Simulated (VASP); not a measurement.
Ni, 2 atoms in the cell. It takes space group I4_1/amd (No. 141, tetragonal). Conventional cell: a = 4.382 Å, b = 4.382 Å, c = 2.393 Å, α = 90.00°, β = 90.00°, γ = 90.00°. Ni (site symmetry -4m2) has 10 Ni at 2.27 to 2.83 Å within 3.0 Å. 

* Program: VASP 6.6.1
* Task: relaxation of cell and atoms
* Functional: revPBE
* Potentials or basis: VASP PAW PBE potentials, release 64 (Ni)
* Cutoff: 600 eV
* k mesh: 15 × 15 × 10
* Occupations: fermi-dirac, width 0.1 eV
* Spin: no spin polarisation
* Dipole correction: no
* Further INCAR settings: ALGO = Normal; EDIFF = 1e-07; ISYM = 0; IBRION = 2; EDIFFG = -0.01; NSW = 80; ISIF = 3

Potentials or basis: VASP PAW PBE potentials, release 64 (Ni).

Command:

```sh
$ cat potpaw_PBE.64/Ni/POTCAR > POTCAR
$ mpirun -np 1 vasp_std > vasp.out
```

Hardware: 1 thread of Oxide Virtual Turin-like Processor, on a shared host.

Task: How long does it take, and how much memory?

Result: Wall time 60 min on 1 thread of Oxide Virtual Turin-like Processor, with other jobs on the host, peak memory 0.49 GiB. Counts: scf iterations 64, k points 1126, ion steps 7.
